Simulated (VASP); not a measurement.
# GaN (F-43m) in VASP: notebook

Aim: see how the results for GaN move with the level of theory and the settings. Levels: PBEsol+D4, PBE. Tasks: single point.

All numbers are computed with VASP 6.6.1; they aren't measurements. Logs are shortened: lines on timing, memory, paths and dates and some standing lists are left out, and cuts for length are marked.

### 1 The cell of the first run

Symmetry: F-43m, No. 216, cubic system. The conventional cell has a = 4.473 Å, b = 4.473 Å, c = 4.473 Å, α = 90.00°, β = 90.00°, γ = 90.00°. Within 2.6 Å of Ga (site symmetry -43m) lie 4 N at 1.94 Å. N (site symmetry -43m) has 4 Ga at 1.94 Å within 2.6 Å.

### 2 Single point, PBEsol+D4

INCAR reads:

```
PREC = Accurate
ENCUT = 520
EDIFF = 1E-7
ISMEAR = -1
SIGMA = 0.05
LREAL = F
LASPH = T
NELM = 60
ALGO = Normal
ISIF = 2
LWAVE = F
LCHARG = F
GGA = PS
IVDW = 13
NBANDS = 16
```

KPOINTS reads:

```
Automatic mesh
0
Gamma
  10 10 10
```

POSCAR reads:

```
GaN
1.0
    0.0000000000      2.2363267209      2.2363267209
    2.2363267209      0.0000000000      2.2363267209
    2.2363267209      2.2363267209      0.0000000000
Ga N
1 1
Direct
    0.0000000000      0.0000000000      0.0000000000
    0.2500000000      0.2500000000      0.2500000000
```

Potentials or basis: VASP PAW PBE potentials, release 64 (Ga_d, N).

Started as:

```
cat potpaw_PBE.64/Ga_d/POTCAR potpaw_PBE.64/N/POTCAR > POTCAR
mpirun -np 1 vasp_std > vasp.out
```

OUTCAR:

```text
PREC = Accurate
   ENCUT = 520
   EDIFF = 1E-7
   ISMEAR = -1
   LREAL = F
   LASPH = T
   NELM = 60
   ISIF = 2
   GGA = PS
   IVDW = 13

 ion  position               nearest neighbor table
   1  0.000  0.000  0.000-   2 1.94   2 1.94   2 1.94   2 1.94
   2  0.250  0.250  0.250-   1 1.94   1 1.94   1 1.94   1 1.94

  LATTYP: Found a face centered cubic cell.
 ALAT       =     4.4726534418

  Lattice vectors:

 A1 = (   0.0000000000,   2.2363267209,   2.2363267209)
 A2 = (   2.2363267209,   0.0000000000,   2.2363267209)
 A3 = (   2.2363267209,   2.2363267209,   0.0000000000)

Analysis of symmetry for initial positions (statically):
=====================================================================
 Subroutine PRICEL returns:
 Original cell was already a primitive cell.

 Routine SETGRP: Setting up the symmetry group for a
 face centered cubic supercell.

 Subroutine GETGRP returns: Found 24 space group operations
 (whereof 24 operations were pure point group operations)
 out of a pool of 48 trial point group operations.

The static configuration has the point symmetry T_d .

Analysis of symmetry for dynamics (positions and initial velocities):
=====================================================================
 Subroutine PRICEL returns:
 Original cell was already a primitive cell.

 Routine SETGRP: Setting up the symmetry group for a
 face centered cubic supercell.

 Subroutine GETGRP returns: Found 24 space group operations
 (whereof 24 operations were pure point group operations)
 out of a pool of 48 trial point group operations.

The dynamic configuration has the point symmetry T_d .

 Subroutine INISYM returns: Found 24 space group operations
 (whereof 24 operations are pure point group operations),
 and found     1 'primitive' translations

----------------------------------------------------------------------------------------

                                     Primitive cell

  volume of cell :      22.3684

  direct lattice vectors                    reciprocal lattice vectors
     0.000000000  2.236326721  2.236326721    -0.223580926  0.223580926  0.223580926
     2.236326721  0.000000000  2.236326721     0.223580926 -0.223580926  0.223580926
     2.236326721  2.236326721  0.000000000     0.223580926  0.223580926 -0.223580926

  length of vectors
     3.162643579  3.162643579  3.162643579     0.387253524  0.387253524  0.387253524

  position of ions in fractional coordinates (direct lattice)
     0.000000000  0.000000000  0.000000000
     0.250000000  0.250000000  0.250000000

  ion indices of the primitive-cell ions
   primitive index   ion index
                 1           1
                 2           2

----------------------------------------------------------------------------------------

 KPOINTS: Automatic mesh

Automatic generation of k-mesh.
 Grid dimensions read from file:
 generate k-points for:   10   10   10

 Generating k-lattice:

  Cartesian coordinates                     Fractional coordinates (reciprocal lattice)
    -0.022358093  0.022358093  0.022358093     0.100000000  0.000000000  0.000000000
     0.022358093 -0.022358093  0.022358093     0.000000000  0.100000000  0.000000000
     0.022358093  0.022358093 -0.022358093     0.000000000  0.000000000  0.100000000

  Length of vectors
     0.038725352  0.038725352  0.038725352

  Shift w.r.t. Gamma in fractional coordinates (k-lattice)
     0.000000000  0.000000000  0.000000000

 Subroutine IBZKPT returns following result:
 ===========================================

 Found     47 irreducible k-points:

 Following reciprocal coordinates:
            Coordinates               Weight
  0.000000  0.000000  0.000000      1.000000
  0.100000  0.000000  0.000000      8.000000
  0.200000  0.000000  0.000000      8.000000
  0.300000  0.000000  0.000000      8.000000
  0.400000  0.000000  0.000000      8.000000
  0.500000  0.000000  0.000000      4.000000
[... 16 lines left out ...]
  0.300000  0.300000  0.000000      6.000000
  0.400000  0.300000  0.000000     24.000000
 [... further k-points ...]
   k-points           NKPTS =     47   k-points in BZ     NKDIM =     47   number of bands    NBANDS=     16
   number of dos      NEDOS =    301   number of ions     NIONS =      2
   total plane-waves  NPLWV =  13824
   dimension x,y,z NGX =    24 NGY =   24 NGZ =   24
   dimension x,y,z NGXF=    48 NGYF=   48 NGZF=   48
   ions per type =               1   1
   NGX,Y,Z   is equivalent  to a cutoff of  12.62, 12.62, 12.62 a.u.
   NGXF,Y,Z  is equivalent  to a cutoff of  25.23, 25.23, 25.23 a.u.
 SYSTEM =  unknown system
   PREC   = accura    normal or accurate (medium, high low for compatibility)
   ISTART =      0    job   : 0-new  1-cont  2-samecut
   ICHARG =      2    charge: 1-file 2-atom 10-const
   ISPIN  =      1    spin polarized calculation?
   LNONCOLLINEAR =      F non collinear calculations
   LSORBIT =      F    spin-orbit coupling
   LASPH  =      T    aspherical Exc in radial PAW
   ENCUT  =  520.0 eV  38.22 Ry    6.18 a.u.   5.88  5.88  5.88*2*pi/ulx,y,z
   NELM   =     60;   NELMIN=  2; NELMDL= -5     # of ELM steps
   EDIFF  = 0.1E-06   stopping-criterion for ELM
   LREAL  =      F    real-space projection
   EDIFFG = 0.1E-05   stopping-criterion for IOM
   NSW    =      0    number of steps for IOM
   IBRION =     -1    ionic relax: 0-MD 1-quasi-New 2-CG
   NFREE  =      0    steps in history (QN), initial steepest desc. (CG)
   ISIF   =      2    stress and relaxation
   ISYM   =      2    0-nonsym 1-usesym 2-fastsym
   POTIM  = 0.5000    time-step for ionic-motion
   TEBEG  =    0.0;   TEEND  =   0.0 temperature during run
   PSTRESS=    0.0 pullay stress
   NELECT =      18.0000    total number of electrons
   NUPDOWN=      -1.0000    fix difference up-down
   EMIN   =  10.00;   EMAX   =-10.00  energy-range for DOS
   EFERMI =   0.00;   METHOD = LEGACY
   ISMEAR =    -1;   SIGMA  =   0.05  broadening in eV -4-tet -1-fermi 0-gaus
   EFERMI_NEDOS =   21; number of points for ismear=-14 and -15
   IALGO  =     38    algorithm
   IMIX   =      4    mixing-type and parameters
     AMIX     =   0.40;   BMIX     =  1.00
     AMIX_MAG =   1.60;   BMIX_MAG =  1.00
  volume/ion in A,a.u.               =      11.18        75.47
  Fermi-wavevector in a.u.,A,eV,Ry     =   1.522721  2.877526 31.547558  2.318680
  Thomas-Fermi vector in A             =   2.631262
   LORBIT       =      0    0 simple, 1 ext, 2 COOP (PROOUT), +10 PAW based schemes
   GGA     = PS    functional components
   LHFCALC =     F    Hartree Fock is set to
   AEXX    =    0.0000 exact exchange contribution
   IVDW    =    13    specifies the selected vdW correction
   LEPSILON=     F    determine dielectric tensor
   LRPA    =     F    only Hartree local field effects (RPA)
 non-spin polarized calculation
  energy-cutoff  :      520.00
  volume of cell :       22.37
 maximum number of plane-waves:       620
   NGX = 11   NGY = 11   NGZ = 11

 number of electron      18.0000016 magnetization

 Free energy of the ion-electron system (eV)
  ---------------------------------------------------
  ext. energy  EPLUGINS =         0.00000000
  ---------------------------------------------------
  free energy    TOTEN  =       -13.11890511 eV

  energy without entropy =      -13.11890511  energy(sigma->0) =      -13.11890511

 E-fermi :   6.3424     XC(G=0): -12.0257

 val. band max:        5.4028955766   @ k =   0.0000   0.0000   0.0000
 cond. band min:       7.2326013614   @ k =   0.0000   0.0000   0.0000
 fundamental gap:      1.8297057848
 Fermi energy:         6.3424114226

 k-point     1 :       0.0000    0.0000    0.0000
  band No.  band energies     occupation
      1     -10.7299      2.00000
      2      -8.0233      2.00000
      3      -8.0233      2.00000
      4      -8.0233      2.00000
      5      -7.6740      2.00000
      6      -7.6740      2.00000
[... 8 lines left out ...]
     15      24.2688      0.00000
     16      24.2688      0.00000

 k-point     2 :       0.1000    0.0000    0.0000
  band No.  band energies     occupation
      1     -10.6117      2.00000
      2      -8.0085      2.00000
      3      -8.0085      2.00000
      4      -7.9875      2.00000
      5      -7.6755      2.00000
      6      -7.6755      2.00000
[... 8 lines left out ...]
     15      22.9783      0.00000
     16      22.9783      0.00000

 k-point     3 :       0.2000    0.0000    0.0000
  band No.  band energies     occupation
      1     -10.3099      2.00000
      2      -7.9743      2.00000
      3      -7.9743      2.00000
      4      -7.8330      2.00000
      5      -7.6744      2.00000
      6      -7.6744      2.00000
[... 8 lines left out ...]
     15      22.2069      0.00000
     16      22.2070      0.00000

 k-point     4 :       0.3000    0.0000    0.0000
  band No.  band energies     occupation
      1      -9.9786      2.00000
      2      -7.9438      2.00000
      3      -7.9438      2.00000
      4      -7.6599      2.00000
      5      -7.6599      2.00000
      6      -7.4418      2.00000
[... 8 lines left out ...]
     15      22.7216      0.00000
     16      22.7216      0.00000
[... 324 lines left out ...]
 k-point    22 :      -0.2000    0.2000    0.0000
  band No.  band energies     occupation
      1      -9.8767      2.00000
      2      -7.9271      2.00000
      3      -7.9102      2.00000
      4      -7.6988      2.00000
      5      -7.6949      2.00000
      6      -7.2566      2.00000
[... 8 lines left out ...]
     15      22.8689      0.00000
     16      26.0882      0.00000

 k-point    23 :       0.3000    0.3000    0.0000
  band No.  band energies     occupation
      1      -9.7788      2.00000
      2      -7.8731      2.00000
      3      -7.8174      2.00000
      4      -7.8174      2.00000
      5      -7.6196      2.00000
      6      -7.2508      2.00000
[... 8 lines left out ...]
     15      27.5834      0.00000
     16      28.1287      0.00000

 k-point    24 :       0.4000    0.3000    0.0000
  band No.  band energies     occupation
      1      -9.6414      2.00000
      2      -7.8903      2.00000
      3      -7.7805      2.00000
      4      -7.7793      2.00000
      5      -7.6087      2.00000
      6      -6.7871      2.00000
[... 8 lines left out ...]
     15      27.9728      0.00000
     16      27.9867      0.00000

 [... further k-points ...]

------------------------ aborting loop because EDIFF is reached ----------------------------------------

  DFT-D4 for vdW energy calculation

  Edisp (eV):   -0.46749

  FORCE on cell =-STRESS in cart. coord.  units (eV):
  Direction    XX          YY          ZZ          XY          YZ          ZX
  --------------------------------------------------------------------------------------
  -------------------------------------------------------------------------------------
  Total      -0.03310    -0.03310    -0.03310     0.00000     0.00000     0.00000
  in kB      -2.37050    -2.37050    -2.37050     0.00000     0.00000     0.00000
  external pressure =       -2.37 kB  Pullay stress =        0.00 kB

 VOLUME and BASIS-vectors are now :
 -----------------------------------------------------------------------------
  energy-cutoff  :      520.00
  volume of cell :       22.37
      direct lattice vectors                 reciprocal lattice vectors
     0.000000000  2.236326721  2.236326721    -0.223580926  0.223580926  0.223580926
     2.236326721  0.000000000  2.236326721     0.223580926 -0.223580926  0.223580926
     2.236326721  2.236326721  0.000000000     0.223580926  0.223580926 -0.223580926

 POSITION                                       TOTAL-FORCE (eV/Angst)
 -----------------------------------------------------------------------------------
      0.00000      0.00000      0.00000        -0.000000      0.000000      0.000000
      1.11816      1.11816      1.11816         0.000000     -0.000000     -0.000000
 -----------------------------------------------------------------------------------
    total drift:                                0.000001      0.000001      0.000001

  FREE ENERGIE OF THE ION-ELECTRON SYSTEM (eV)
  ---------------------------------------------------
  free  energy   TOTEN  =       -13.5863965070 eV

  energy  without entropy=      -13.5863965069  energy(sigma->0) =      -13.58639651
```

Wall time 20 s (1 thread of Intel Xeon 8259CL, shared host); peak memory 0.15 GiB.

Results:

* Free energy: -13.5864 eV
* Pressure: -0.2 GPa
* Band gap on the k mesh: 1.83 eV, direct
* Dispersion energy per atom: -0.234 eV

Levels at points of the mesh, in eV from the valence-band top:
| k point | band 5 | band 6 | band 7 | band 8 | band 9 | band 10 | band 11 | band 12 | band 13 | band 14 |
| --- | --- | --- | --- | --- | --- | --- | --- | --- | --- | --- |
| (0.00, 0.00, 0.00) | -13.08 | -13.08 | 0.00 | 0.00 | 0.00 | 1.83 | 10.35 | 10.35 | 10.35 | 17.69 |
| (0.50, 0.00, 0.00) | -13.03 | -11.83 | -7.27 | -1.01 | -1.01 | 4.72 | 8.75 | 10.38 | 10.38 | 15.63 |
| (0.50, 0.50, 0.00) | -12.99 | -11.40 | -6.28 | -2.82 | -2.82 | 3.23 | 6.69 | 11.74 | 14.12 | 14.12 |

Caveat: the PAW data sets were made with another functional, which shifts forces and pressure a little. A hybrid or GW would open this gap; PBEsol tends to underestimate it.

### 3 Single point, PBE

This run uses another cell than the first one, of 11.44 Å³/atom, 1.023 times its volume.

INCAR reads:

```
SYSTEM = GaN
  PREC = Accurate
  ENCUT = 520
  EDIFF = 1E-7
  ISMEAR = 0
  SIGMA = 0.012
  LREAL = .False.
  LASPH = .True.
  NELM = 80
  ALGO = Normal
  ISIF = 2
  LWAVE = .False.
  LCHARG = .False.
  GGA = PE
  NBANDS = 16
```

KPOINTS reads:

```
regular mesh
0
Gamma
  10 10 10
  0 0 0
```

POSCAR reads:

```
GaN
1.0
    0.0000000000      2.2535006075      2.2535006075
    2.2535006075      0.0000000000      2.2535006075
    2.2535006075      2.2535006075      0.0000000000
Ga N
1 1
Direct
    0.0000000000      0.0000000000      0.0000000000
    0.2500000000      0.2500000000      0.2500000000
```

Potentials or basis: VASP PAW PBE potentials, release 64 (Ga_d, N).

Started as:

```
cat potpaw_PBE.64/Ga_d/POTCAR potpaw_PBE.64/N/POTCAR > POTCAR
mpirun -np 1 vasp_std > vasp.out
```

Wall time 21 s (1 thread of Intel Xeon 8259CL, shared host); peak memory 0.14 GiB.

Results (log left out):

```yaml
Free_energy: -12.1432 eV
Pressure: 5.1 GPa
Band_gap_on_the_k_mesh: 1.72 eV, direct
```

Levels at points of the mesh, in eV from the valence-band top:
| k point | band 6 | band 7 | band 8 | band 9 | band 10 | band 11 | band 12 | band 13 |
| --- | --- | --- | --- | --- | --- | --- | --- | --- |
| (0.00, 0.00, 0.00) | -13.12 | 0.00 | 0.00 | 0.00 | 1.72 | 10.30 | 10.30 | 10.30 |
| (0.50, 0.00, 0.00) | -11.88 | -7.04 | -0.97 | -0.97 | 4.64 | 8.73 | 10.37 | 10.37 |
| (0.50, 0.50, 0.00) | -11.45 | -6.12 | -2.70 | -2.70 | 3.35 | 6.66 | 11.71 | 13.96 |

As with any semilocal functional, this PBE gap is likely too small.
